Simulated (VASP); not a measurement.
# Ta (P6_3/mmc) in VASP: a series of runs, part 2 of 2

VASP 6.6.1. The steps go on from the part before.

## 4. Single point, BLYP

This run uses another cell than the first one, of 19.36 Å³/atom, 1.087 times its volume.

INCAR reads:

```
SYSTEM = Ta
PREC = Accurate
ENCUT = 520
EDIFF = 1E-6
ISMEAR = -1
SIGMA = 0.1
LREAL = .FALSE.
LASPH = .TRUE.
NELM = 80
ALGO = Normal
ISIF = 2
LWAVE = .FALSE.
LCHARG = .TRUE.
GGA = B5
ALDAX = 1.0
AGGAX = 1.0
AGGAC = 1.0
ALDAC = 0.0
LELF = .TRUE.
LVHAR = .TRUE.
NBANDS = 18
```

KPOINTS reads:

```
Automatic mesh
0
G
  14 14 7
  0 0 0
```

POSCAR reads:

```
Ta
1.0
    2.9176009711      0.0000000000      0.0000000000
   -1.4588004856      2.5267165590      0.0000000000
    0.0000000000      0.0000000000      5.2523838682
Ta
2
Direct
    0.3333333333      0.6666666667      0.2500000000
    0.6666666667      0.3333333333      0.7500000000
```

Potentials or basis: VASP PAW PBE potentials, release 64 (Ta_pv).

Launch:

```
$ cat potpaw_PBE.64/Ta_pv/POTCAR > POTCAR
$ mpirun -np 1 vasp_std > vasp.out
```

OUTCAR:

```text
SYSTEM = Ta
   PREC = Accurate
   ENCUT = 520
   EDIFF = 1E-6
   ISMEAR = -1
   LREAL = .FALSE.
   LASPH = .TRUE.
   NELM = 80
   ISIF = 2
   GGA = B5

 ion  position               nearest neighbor table
   1  0.333  0.667  0.250-   2 3.12   2 3.12   2 3.12   2 3.12   2 3.12   2 3.12
   2  0.667  0.333  0.750-   1 3.12   1 3.12   1 3.12   1 3.12   1 3.12   1 3.12

  LATTYP: Found a hexagonal cell.
 ALAT       =     2.9176009711
 C/A-ratio  =     1.8002406498

  Lattice vectors:

 A1 = (   2.9176009711,   0.0000000000,   0.0000000000)
 A2 = (  -1.4588004856,   2.5267165590,   0.0000000000)
 A3 = (   0.0000000000,   0.0000000000,   5.2523838682)

Analysis of symmetry for initial positions (statically):
=====================================================================
 Subroutine PRICEL returns:
 Original cell was already a primitive cell.

 Routine SETGRP: Setting up the symmetry group for a
 hexagonal supercell.

 Subroutine GETGRP returns: Found 24 space group operations
 (whereof 12 operations were pure point group operations)
 out of a pool of 24 trial point group operations.

The static configuration has the point symmetry D_3d.
 The point group associated with its full space group is D_6h.

Analysis of symmetry for dynamics (positions and initial velocities):
=====================================================================
 Subroutine PRICEL returns:
 Original cell was already a primitive cell.

 Routine SETGRP: Setting up the symmetry group for a
 hexagonal supercell.

 Subroutine GETGRP returns: Found 24 space group operations
 (whereof 12 operations were pure point group operations)
 out of a pool of 24 trial point group operations.

The dynamic configuration has the point symmetry D_3d.
 The point group associated with its full space group is D_6h.

 Subroutine INISYM returns: Found 24 space group operations
 (whereof 12 operations are pure point group operations),
 and found     1 'primitive' translations

----------------------------------------------------------------------------------------

                                     Primitive cell

  volume of cell :      38.7203

  direct lattice vectors                    reciprocal lattice vectors
     2.917600971  0.000000000  0.000000000     0.342747350  0.197885275  0.000000000
    -1.458800486  2.526716559  0.000000000     0.000000000  0.395770549  0.000000000
     0.000000000  0.000000000  5.252383868     0.000000000  0.000000000  0.190389740

  length of vectors
     2.917600971  2.917600971  5.252383868     0.395770549  0.395770549  0.190389740

  position of ions in fractional coordinates (direct lattice)
     0.333333333  0.666666667  0.250000000
     0.666666667  0.333333333  0.750000000

  ion indices of the primitive-cell ions
   primitive index   ion index
                 1           1
                 2           2

----------------------------------------------------------------------------------------

 KPOINTS: Automatic mesh

Automatic generation of k-mesh.
 Grid dimensions read from file:
 generate k-points for:   14   14    7

 Generating k-lattice:

  Cartesian coordinates                     Fractional coordinates (reciprocal lattice)
     0.024481954  0.014134662  0.000000000     0.071428571  0.000000000  0.000000000
     0.000000000  0.028269325  0.000000000     0.000000000  0.071428571  0.000000000
     0.000000000  0.000000000  0.027198534     0.000000000  0.000000000  0.142857143

  Length of vectors
     0.028269325  0.028269325  0.027198534

  Shift w.r.t. Gamma in fractional coordinates (k-lattice)
     0.000000000  0.000000000  0.000000000

 Subroutine IBZKPT returns following result:
 ===========================================

 Found     96 irreducible k-points:

 Following reciprocal coordinates:
            Coordinates               Weight
  0.000000  0.000000  0.000000      1.000000
  0.071429 -0.000000  0.000000      6.000000
  0.142857 -0.000000  0.000000      6.000000
  0.214286 -0.000000  0.000000      6.000000
  0.285714 -0.000000  0.000000      6.000000
  0.357143 -0.000000  0.000000      6.000000
[... 16 lines left out ...]
  0.285714  0.285714  0.000000      6.000000
  0.357143  0.285714  0.000000      6.000000
 [... further k-points ...]
   k-points           NKPTS =     96   k-points in BZ     NKDIM =     96   number of bands    NBANDS=     18
   number of dos      NEDOS =    301   number of ions     NIONS =      2
   total plane-waves  NPLWV =  23040
   dimension x,y,z NGX =    24 NGY =   24 NGZ =   40
   dimension x,y,z NGXF=    48 NGYF=   48 NGZF=   80
   ions per type =               2
   NGX,Y,Z   is equivalent  to a cutoff of  13.68, 13.68, 12.66 a.u.
   NGXF,Y,Z  is equivalent  to a cutoff of  27.35, 27.35, 25.32 a.u.
 SYSTEM =  Ta
   PREC   = accura    normal or accurate (medium, high low for compatibility)
   ISTART =      0    job   : 0-new  1-cont  2-samecut
   ICHARG =      2    charge: 1-file 2-atom 10-const
   ISPIN  =      1    spin polarized calculation?
   LNONCOLLINEAR =      F non collinear calculations
   LSORBIT =      F    spin-orbit coupling
   LASPH  =      T    aspherical Exc in radial PAW
   ENCUT  =  520.0 eV  38.22 Ry    6.18 a.u.   5.42  5.42  9.77*2*pi/ulx,y,z
   NELM   =     80;   NELMIN=  2; NELMDL= -5     # of ELM steps
   EDIFF  = 0.1E-05   stopping-criterion for ELM
   LREAL  =      F    real-space projection
   EDIFFG = 0.1E-04   stopping-criterion for IOM
   NSW    =      0    number of steps for IOM
   IBRION =     -1    ionic relax: 0-MD 1-quasi-New 2-CG
   NFREE  =      0    steps in history (QN), initial steepest desc. (CG)
   ISIF   =      2    stress and relaxation
   ISYM   =      2    0-nonsym 1-usesym 2-fastsym
   POTIM  = 0.5000    time-step for ionic-motion
   TEBEG  =    0.0;   TEEND  =   0.0 temperature during run
   PSTRESS=    0.0 pullay stress
   NELECT =      22.0000    total number of electrons
   NUPDOWN=      -1.0000    fix difference up-down
   EMIN   =  10.00;   EMAX   =-10.00  energy-range for DOS
   EFERMI =   0.00;   METHOD = LEGACY
   ISMEAR =    -1;   SIGMA  =   0.10  broadening in eV -4-tet -1-fermi 0-gaus
   EFERMI_NEDOS =   21; number of points for ismear=-14 and -15
   IALGO  =     38    algorithm
   IMIX   =      4    mixing-type and parameters
     AMIX     =   0.40;   BMIX     =  1.00
     AMIX_MAG =   1.60;   BMIX_MAG =  1.00
  volume/ion in A,a.u.               =      19.36       130.65
  Fermi-wavevector in a.u.,A,eV,Ry     =   1.355926  2.562329 25.014804  1.838536
  Thomas-Fermi vector in A             =   2.482973
   LORBIT       =      0    0 simple, 1 ext, 2 COOP (PROOUT), +10 PAW based schemes
   GGA     = B5    functional components
   LHFCALC =     F    Hartree Fock is set to
   AEXX    =    0.0000 exact exchange contribution
   IVDW    =     0    specifies the selected vdW correction
   LEPSILON=     F    determine dielectric tensor
   LRPA    =     F    only Hartree local field effects (RPA)
 non-spin polarized calculation
  energy-cutoff  :      520.00
  volume of cell :       38.72
 maximum number of plane-waves:      1087
 NGX is ok and might be reduce to    24
   NGX = 11   NGY = 11   NGZ = 19

 number of electron      22.0000000 magnetization

 Free energy of the ion-electron system (eV)
  ---------------------------------------------------
  ext. energy  EPLUGINS =         0.00000000
  ---------------------------------------------------
  free energy    TOTEN  =       -20.13434609 eV

  energy without entropy =      -20.04419397  energy(sigma->0) =      -20.08927003

 E-fermi :   5.8563     XC(G=0): -11.6222

 val. band max:        5.8520480130   @ k =   0.3571   0.1429   0.4286
 cond. band min:       5.8615524227   @ k =   0.1429   0.0714   0.0000
 fundamental gap:      0.0095044096
 Fermi energy:         5.8562826047

 k-point     1 :       0.0000    0.0000    0.0000
  band No.  band energies     occupation
      1     -28.5726      2.00000
      2     -27.8482      2.00000
      3     -27.6939      2.00000
      4     -27.6939      2.00000
      5     -27.6227      2.00000
      6     -27.6227      2.00000
[... 10 lines left out ...]
     17      10.7241      0.00000
     18      10.7241      0.00000
[... 463 lines left out ...]
 k-point    24 :       0.3571    0.2857    0.0000
  band No.  band energies     occupation
      1     -28.4616      2.00000
      2     -28.3722      2.00000
      3     -28.2996      2.00000
      4     -28.2005      2.00000
      5     -28.0819      2.00000
      6     -28.0240      2.00000
[... 10 lines left out ...]
     17      13.0365      0.00000
     18      13.1930      0.00000

 [... further k-points ...]

------------------------ aborting loop because EDIFF is reached ----------------------------------------

  FORCE on cell =-STRESS in cart. coord.  units (eV):
  Direction    XX          YY          ZZ          XY          YZ          ZX
  --------------------------------------------------------------------------------------
  -------------------------------------------------------------------------------------
  Total        0.3135904      0.3135904      0.1596610     -0.0000000      0.0000000      0.0000000
  in kB       12.9758106     12.9758106      6.6064848     -0.0000000      0.0000000      0.0000000
  external PRESSURE =      10.8527020 kB  Pullay stress =       0.0000000 kB

 VOLUME and BASIS-vectors are now :
 -----------------------------------------------------------------------------
  energy-cutoff  :      520.00
  volume of cell :       38.72
      direct lattice vectors                 reciprocal lattice vectors
     2.917600971  0.000000000  0.000000000     0.342747350  0.197885275  0.000000000
    -1.458800486  2.526716559  0.000000000     0.000000000  0.395770549  0.000000000
     0.000000000  0.000000000  5.252383868     0.000000000  0.000000000  0.190389740

 POSITION                                       TOTAL-FORCE (eV/Angst)
 -----------------------------------------------------------------------------------
     -0.00000      1.68448      1.31310        -0.000000      0.000000      0.000000
      1.45880      0.84224      3.93929         0.000000     -0.000000      0.000000
 -----------------------------------------------------------------------------------
    total drift:                                0.000000     -0.000000      0.000000

  FREE ENERGIE OF THE ION-ELECTRON SYSTEM (eV)
  ---------------------------------------------------
  free  energy   TOTEN  =       -20.1343460941 eV

  energy  without entropy=      -20.0441939747  energy(sigma->0) =      -20.08927003
```

stdout:

```text
POSCAR found type information on POSCAR Ta
 POSCAR found :  1 types and       2 ions
 scaLAPACK will be used
 -----------------------------------------------------------------------------
|                                                                             |
|                                                                             |
|     You enforced a specific xc type in the INCAR file but a different       |
|     I HOPE YOU KNOW WHAT YOU ARE DOING!                                     |
|                                                                             |
 -----------------------------------------------------------------------------

 LDA part: xc-table for (Slater(with rela. corr.)+VWN5), standard interpolation
 POSCAR, INCAR and KPOINTS ok, starting setup
 FFT: planning ... GRIDC
 FFT: planning ... GRID_SOFT
 FFT: planning ... GRID
 WAVECAR not read
 entering main loop
```

Run time: 31 s. Hardware: 1 thread of Intel Xeon Platinum 8559C (Emerald Rapids), shared host; peak memory 0.19 GiB.

Results:

| Property | Result |
| --- | --- |
| Free energy | -20.1343 eV |
| Pressure | 1.1 GPa |
| Band gap on the k mesh | zero (band 11 reaches 7.07 eV, above the bottom of band 12 at 5.28 eV) |

Levels at points of the mesh, in eV from the Fermi level:
| k point | band 7 | band 8 | band 9 | band 10 | band 11 | band 12 | band 13 | band 14 | band 15 | band 16 |
| --- | --- | --- | --- | --- | --- | --- | --- | --- | --- | --- |
| (0.00, 0.00, 0.00) | -7.86 | -4.76 | -0.68 | 0.03 | 0.57 | 0.57 | 1.07 | 1.07 | 2.88 | 2.88 |
| (0.50, 0.00, 0.00) | -3.88 | -3.67 | -3.13 | -0.38 | -0.28 | 0.42 | 0.90 | 5.16 | 6.16 | 6.42 |

Caveat: the PAW data sets were made with another functional, which shifts forces and pressure a little; spin-orbit coupling is left out, which moves the levels of the heavy elements.

## 5. Summary

```csv
cell,gap on the mesh (eV),pressure (GPa)
"a = 2.838, b = 2.838, c = 5.108 Å, angles 90.0, 90.0, 120.0°, 2 atoms",none,18.5
"a = 2.878, b = 2.878, c = 5.181 Å, angles 90.0, 90.0, 120.0°, 2 atoms",none,8.9
"a = 2.918, b = 2.918, c = 5.252 Å, angles 90.0, 90.0, 120.0°, 2 atoms",none,1.1
```

Alike in all rows: task single point; level BLYP; potentials or basis VASP PAW PBE potentials, release 64 (Ta_pv); no spin polarisation; k mesh 14 × 14 × 7; cutoff (eV) 520; smearing fermi-dirac 0.1 eV.

Caveats: the PAW data sets were made with another functional, which shifts forces and pressure a little; spin-orbit coupling is left out, which moves the levels of the heavy elements.

Total energies depend on the potentials used, so only differences within one code and one set of settings carry meaning.
